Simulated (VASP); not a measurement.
# Zr2PdS3: single point with PBE

Zr2PdS3:

```
CELL_PARAMETERS angstrom
3.24316 0.00000 0.00000
0.00000 3.24316 0.00000
0.00000 0.00000 9.62922
ATOMIC_POSITIONS crystal
Zr 0.50000 0.50000 0.31869
Zr 0.50000 0.50000 0.68131
Pd 0.50000 0.50000 0.00000
S 0.00000 0.00000 0.81849
S 0.00000 0.00000 0.18151
S 0.00000 0.00000 0.50000
```

```
Program                : VASP 6.6.1
Task                   : single point
Functional             : PBE
Potentials or basis    : VASP PAW PBE potentials, release 64 (Zr_sv, Pd, S)
Cutoff                 : 520 eV
k mesh                 : 12 × 12 × 4
Occupations            : gaussian, width 0.1 eV
Spin                   : no spin polarisation
Dipole correction      : no
Further INCAR settings : ALGO = Normal; EDIFF = 1e-06; NBANDS = 35
```

```
Pressure               : 0.0 GPa
Largest force          : 0.005 eV/Å
Band gap on the k mesh : zero (bands 26 and 27 overlap by 0.93 eV)
```

Forces on the atoms (eV/Å):
```
Zr   0.000  0.000  0.002
Zr   0.000  0.000 -0.002
Pd   0.000  0.000  0.000
S    0.000  0.000  0.005
S    0.000  0.000 -0.005
S    0.000  0.000  0.000
```

Levels at points of the mesh, in eV from the Fermi level:
```
           k point  band 24  band 25  band 26  band 27  band 28  band 29
(0.00, 0.00, 0.00)    -1.71    -0.99    -0.38    -0.38     0.69     2.26
(0.50, 0.00, 0.00)    -0.91    -0.44    -0.31    -0.15     1.36     1.64
(0.50, 0.50, 0.00)    -0.54    -0.46    -0.06     1.33     1.61     1.61
(0.00, 0.00, 0.50)    -1.59    -0.99    -0.33    -0.33     0.57     2.72
(0.50, 0.00, 0.50)    -1.02    -0.91    -0.44    -0.17     1.55     1.79
(0.50, 0.50, 0.50)    -0.86    -0.46     0.43     1.41     1.41     2.03
```

It took 110 s on 1 thread of Intel(R) Xeon(R) 6975P-C (Granite Rapids), with other jobs on the host, peak memory 0.38 GiB.
